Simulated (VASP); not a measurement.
# Si10H4Cl in VASP: further runs, part 2 of 3

VASP 6.6.1.

## (3) Single point, PBEsol

INCAR reads:

```
SYSTEM = Si10H4Cl
PREC     = Accurate       ! precision mode
ENCUT    = 520            ! plane-wave cutoff, eV
EDIFF    = 1E-6           ! SCF threshold, eV
ISMEAR   = -1             ! smearing method
SIGMA    = 0.02           ! smearing width, eV
LREAL    = Auto         
LASPH    = .True.         ! aspherical terms in the spheres
NELM     = 80             ! most SCF steps
ALGO     = Normal         ! electronic algorithm
ISIF     = 2              ! what is computed and relaxed
LWAVE    = .False.        ! write WAVECAR
LCHARG   = .False.        ! write CHGCAR
GGA      = PS             ! functional
NBANDS   = 72             ! bands
```

KPOINTS reads:

```
regular mesh
0
Gamma
  2 2 1
  0 0 0
```

POSCAR reads:

```
Si10H4Cl
1.0
    7.6791800000      0.0000000000      0.0000000000
    0.0000000000      7.6791800000      0.0000000000
    0.0000000000      0.0000000000     19.2555000000
H Si Cl
8 20 2
Direct
    0.4093920000      0.0000000000      0.0519332000
    0.0906080000      0.0000000000      0.0519332000
    0.9093920000      0.0000000000      0.0519332000
    0.5906080000      0.0000000000      0.0519332000
    0.4093920000      0.5000000000      0.0519332000
    0.0906080000      0.5000000000      0.0519332000
    0.9093920000      0.5000000000      0.0519332000
    0.5906080000      0.5000000000      0.0519332000
    0.2500000000      0.0000000000      0.0968814000
    0.7500000000      0.0000000000      0.0968814000
    0.2500000000      0.5000000000      0.0968814000
    0.7500000000      0.5000000000      0.0968814000
    0.2571626066      0.2491931841      0.1636147398
    0.7577837314      0.2512554388      0.1642138999
    0.2473772570      0.7497069315      0.1697231866
    0.7467822996      0.7496939478      0.1680412123
    0.0093334497      0.2413403996      0.2341279089
    0.5060456330      0.2401517816      0.2312010208
   -0.0066615699      0.7528366695      0.2408862101
    0.4990686769      0.7522632442      0.2409943903
   -0.0238405322      0.0060580935      0.3106995637
    0.5146704819      0.0076261500      0.3093898556
   -0.0308683779      0.4935207423      0.3069832240
    0.4986183499      0.4874771749      0.3038998162
    0.2447454172      0.0744836426      0.3623157014
    0.7435743231      0.0622012220      0.3897854760
    0.2319307588      0.3800552467      0.3377254321
    0.7328634330      0.3723634384      0.3709780204
    0.7387407334      0.5054172311      0.4656228623
    0.2541215763      0.0397237508      0.4691793393
```

Potentials or basis: VASP PAW PBE potentials, release 64 (H, Si, Cl).

The run is started by

```console
cat potpaw_PBE.64/H/POTCAR potpaw_PBE.64/Si/POTCAR potpaw_PBE.64/Cl/POTCAR > POTCAR
mpirun -np 1 vasp_std > vasp.out
```

OUTCAR:

```text
SYSTEM = Si10H4Cl
   PREC = Accurate
   ENCUT = 520
   EDIFF = 1E-6
   ISMEAR = -1
   LREAL = Auto
   LASPH = .True.
   NELM = 80
   ISIF = 2
   GGA = PS

 ion  position               nearest neighbor table
   1  0.409  0.000  0.052-   9 1.50
   2  0.091  0.000  0.052-   9 1.50
   3  0.909  0.000  0.052-  10 1.50
   4  0.591  0.000  0.052-  10 1.50
   5  0.409  0.500  0.052-  11 1.50
   6  0.091  0.500  0.052-  11 1.50
   7  0.909  0.500  0.052-  12 1.50
   8  0.591  0.500  0.052-  12 1.50
   9  0.250  0.000  0.097-   1 1.50   2 1.50  13 2.31  15 2.38
  10  0.750  0.000  0.097-   3 1.50   4 1.50  14 2.33  16 2.36
  11  0.250  0.500  0.097-   5 1.50   6 1.50  13 2.32  15 2.38
  12  0.750  0.500  0.097-   7 1.50   8 1.50  14 2.31  16 2.36
  13  0.257  0.249  0.164-   9 2.31  18 2.31  11 2.32  17 2.34
  14  0.758  0.251  0.164-  12 2.31  10 2.33  18 2.33  17 2.36
  15  0.247  0.750  0.170-  20 2.37  11 2.38   9 2.38  19 2.38
  16  0.747  0.750  0.168-  19 2.36  12 2.36  10 2.36  20 2.36
  17  0.009  0.241  0.234-  13 2.34  21 2.35  14 2.36  23 2.41  27 2.83
  18  0.506  0.240  0.231-  13 2.31  14 2.33  22 2.34  24 2.36  27 3.13
[... 239 lines left out ...]
 k-point     1 :       0.0000    0.0000    0.0000
  band No.  band energies     occupation
      1     -16.5635      2.00000
      2     -16.3994      2.00000
      3     -12.5153      2.00000
      4     -11.3180      2.00000
      5     -10.6438      2.00000
      6     -10.5756      2.00000
[... 253 lines left out ...]
     62       2.5177      0.00000
     63       2.6278      0.00000
 [bands above 63 left out]

------------------------ aborting loop because EDIFF is reached ----------------------------------------

  FORCE on cell =-STRESS in cart. coord.  units (eV):
  Direction    XX          YY          ZZ          XY          YZ          ZX
  --------------------------------------------------------------------------------------
  -------------------------------------------------------------------------------------
  Total       12.9923059     -0.2713354      0.4476006     -0.4212197      0.0189536     -0.0005176
  in kB       18.3321045     -0.3828535      0.6315630     -0.5943397      0.0267435     -0.0007303
  external PRESSURE =       6.1936047 kB  Pullay stress =       0.0000000 kB

 VOLUME and BASIS-vectors are now :
 -----------------------------------------------------------------------------
  energy-cutoff  :      520.00
  volume of cell :     1135.49
      direct lattice vectors                 reciprocal lattice vectors
     7.679180000  0.000000000  0.000000000     0.130222237  0.000000000  0.000000000
     0.000000000  7.679180000  0.000000000     0.000000000  0.130222237  0.000000000
     0.000000000  0.000000000 19.255500000     0.000000000  0.000000000  0.051933214

 POSITION                                       TOTAL-FORCE (eV/Angst)
 -----------------------------------------------------------------------------------
      3.14379      0.00000      1.00000        -0.447948     -0.113717     -0.056958
      0.69580      0.00000      1.00000         0.480610     -0.061486     -0.055449
      6.98338      0.00000      1.00000        -0.481564     -0.103972     -0.073440
      4.53539      0.00000      1.00000         0.426387      0.043640     -0.030200
      3.14379      3.83959      1.00000        -0.455781      0.083835     -0.046685
      0.69580      3.83959      1.00000         0.473948      0.044292     -0.036672
[... 22 lines left out ...]
      5.67292      3.88119      8.96580         0.000383     -0.019687     -0.020864
      1.95145      0.30505      9.03428        -0.000004      0.002433     -0.020595
 -----------------------------------------------------------------------------------
    total drift:                               -0.008008      0.000902     -0.010178

  FREE ENERGIE OF THE ION-ELECTRON SYSTEM (eV)
  ---------------------------------------------------
  free  energy   TOTEN  =      -141.9977884350 eV

  energy  without entropy=     -141.9976143312  energy(sigma->0) =     -141.99770138
```

stdout:

```text
POSCAR found type information on POSCAR H SiCl
 POSCAR found :  3 types and      30 ions
 scaLAPACK will be used
 -----------------------------------------------------------------------------
|                                                                             |
|                                                                             |
|     You enforced a specific xc type in the INCAR file but a different       |
|     I HOPE YOU KNOW WHAT YOU ARE DOING!                                     |
|                                                                             |
 -----------------------------------------------------------------------------

 LDA part: xc-table for (Slater+PW92), standard interpolation
 POSCAR, INCAR and KPOINTS ok, starting setup
 FFT: planning ... GRIDC
 FFT: planning ... GRID_SOFT
 FFT: planning ... GRID
 WAVECAR not read
 entering main loop
```

Run time: 15 min. Hardware: 1 thread of Oxide Virtual Turin-like, shared host; peak memory 1 GiB.

What came out:

```
Free energy            : -141.9978 eV
Largest force          : 0.507 eV/Å
Band gap on the k mesh : 0.27 eV (least direct gap 0.47 eV)
```

Forces on the atoms (eV/Å):
```
H   -0.448 -0.114 -0.057
H    0.481 -0.061 -0.055
H   -0.482 -0.104 -0.073
H    0.426  0.044 -0.030
H   -0.456  0.084 -0.047
H    0.474  0.044 -0.037
H   -0.495  0.086 -0.072
H    0.443 -0.019 -0.039
Si  -0.098 -0.324  0.083
Si   0.134 -0.200  0.095
Si  -0.060  0.295  0.179
Si   0.075  0.268  0.014
Si   0.010 -0.010 -0.009
Si   0.003  0.007 -0.003
Si  -0.002 -0.003 -0.003
Si  -0.003  0.000 -0.003
Si   0.025 -0.001 -0.003
Si   0.005  0.001 -0.009
Si   0.002  0.002 -0.002
Si   0.003  0.002  0.003
Si  -0.002 -0.011  0.002
Si  -0.005 -0.003 -0.008
Si  -0.013  0.010  0.002
Si  -0.005  0.006 -0.008
Si   0.003 -0.005  0.048
Si  -0.001 -0.002  0.018
Si  -0.011 -0.012 -0.001
Si  -0.005  0.036  0.056
Cl   0.000 -0.020 -0.021
Cl   0.000  0.002 -0.021
```

Caveat: there is no dipole correction, which matters where the two faces differ; semilocal functionals underestimate gaps, and a narrow one can read as zero; the PAW data sets were made with another functional, which shifts forces and pressure a little.

## (4) Single point, PBEsol

INCAR reads:

```
SYSTEM = Si10H4Cl
  PREC = Accurate
  ENCUT = 520
  EDIFF = 1E-6
  ISMEAR = -1
  SIGMA = 0.02
  LREAL = Auto
  LASPH = .TRUE.
  NELM = 100
  ALGO = Normal
  ISIF = 2
  LWAVE = .FALSE.
  LCHARG = .FALSE.
  GGA = PS
  NBANDS = 72
```

KPOINTS reads:

```
regular mesh
0
G
  2 2 1
  0 0 0
```

POSCAR reads:

```
Si10H4Cl
1.0
    7.6791800000      0.0000000000      0.0000000000
    0.0000000000      7.6791800000      0.0000000000
    0.0000000000      0.0000000000     19.2555000000
H Si Cl
8 20 2
Direct
    0.4093920100      0.0000000000      0.0519332100
    0.0906079700      0.0000000000      0.0519332100
    0.9093919800      0.0000000000      0.0519332100
    0.5906079500      0.0000000000      0.0519332100
    0.4093920100      0.4999999800      0.0519332100
    0.0906079700      0.4999999800      0.0519332100
    0.9093919800      0.4999999800      0.0519332100
    0.5906079500      0.4999999800      0.0519332100
    0.2499999900      0.0000000000      0.0968814100
    0.7499999700      0.0000000000      0.0968814100
    0.2499999900      0.4999999800      0.0968814100
    0.7499999700      0.4999999800      0.0968814100
    0.2617923010      0.2510562356      0.1625933489
    0.7651192105      0.2484471493      0.1646850223
    0.2431146423      0.7509126813      0.1698469498
    0.7432038947      0.7494173425      0.1682182180
    0.0185934663      0.2512687184      0.2355494845
    0.5111056361      0.2513644394      0.2302245055
   -0.0115782627      0.7535443290      0.2417970655
    0.4940042907      0.7507217880      0.2409228581
   -0.0546563624      0.0049020165      0.3126302784
    0.4925742332      0.0130863744      0.3045884495
   -0.0161681077      0.4945537870      0.3079860280
    0.4971534359      0.4894622011      0.3062376919
    0.2163572299      0.1097704874      0.3377332812
    0.7155503936      0.0796207651      0.3892509370
    0.2387105905      0.4117558220      0.3642742460
    0.7389035544      0.3936129043      0.3708073656
    0.7499391691      0.5138112048      0.4678414665
    0.2563043145      0.4549045511      0.4702145362
```

The run is started by

```console
cat potpaw_PBE.64/H/POTCAR potpaw_PBE.64/Si/POTCAR potpaw_PBE.64/Cl/POTCAR > POTCAR
mpirun -np 1 vasp_std > vasp.out
```

Wall time 16 min (1 thread of Oxide Virtual Turin-like, shared host); peak memory 1 GiB.

Results (log left out):

- Free energy: -142.1027 eV
- Largest force: 0.532 eV/Å
- Band gap on the k mesh: 0.45 eV (least direct gap 0.85 eV)

Forces in eV/Å, atoms in the order of the input:
```
H   -0.457 -0.131 -0.062
H    0.467 -0.015 -0.050
H   -0.483 -0.146 -0.083
H    0.432  0.066 -0.028
H   -0.450  0.181 -0.052
H    0.494  0.038 -0.067
H   -0.503  0.151 -0.089
H    0.431 -0.107 -0.011
Si  -0.065 -0.292  0.104
Si   0.101 -0.264  0.088
Si  -0.202  0.406  0.047
Si   0.231  0.115  0.149
Si   0.000  0.005  0.004
Si   0.004 -0.008  0.002
Si   0.003  0.006  0.003
Si   0.000  0.013 -0.003
Si  -0.007 -0.004  0.002
Si   0.001 -0.001  0.004
Si  -0.004 -0.007  0.003
Si   0.003 -0.006  0.002
Si  -0.007  0.000  0.001
Si   0.001 -0.007  0.004
Si   0.004  0.017  0.005
Si   0.001  0.015 -0.005
Si   0.002 -0.003 -0.010
Si   0.002 -0.013  0.015
Si   0.006 -0.016  0.063
Si  -0.004  0.007  0.028
Cl   0.002 -0.010 -0.037
Cl  -0.004  0.008 -0.027
```

Levels at points of the mesh, in eV from the valence-band top:
```
           k point  band 48  band 49  band 50  band 51  band 52  band 53  band 54  band 55
(0.00, 0.00, 0.00)    -0.90    -0.69    -0.53    -0.47     0.45     1.00     1.23     1.53
(0.50, 0.00, 0.00)    -0.95    -0.81    -0.76    -0.17     0.74     1.62     1.70     1.96
(0.00, 0.50, 0.00)    -1.22    -0.72    -0.34    -0.31     0.54     1.46     1.66     1.83
(0.50, 0.50, 0.00)    -1.39    -1.21    -1.01     0.00     0.91     1.87     1.98     2.09
```

Caveat: there is no dipole correction, which matters where the two faces differ; semilocal functionals underestimate gaps, and a narrow one can read as zero; the PAW data sets were made with another functional, which shifts forces and pressure a little.

(Continued in part 3 of 3.)
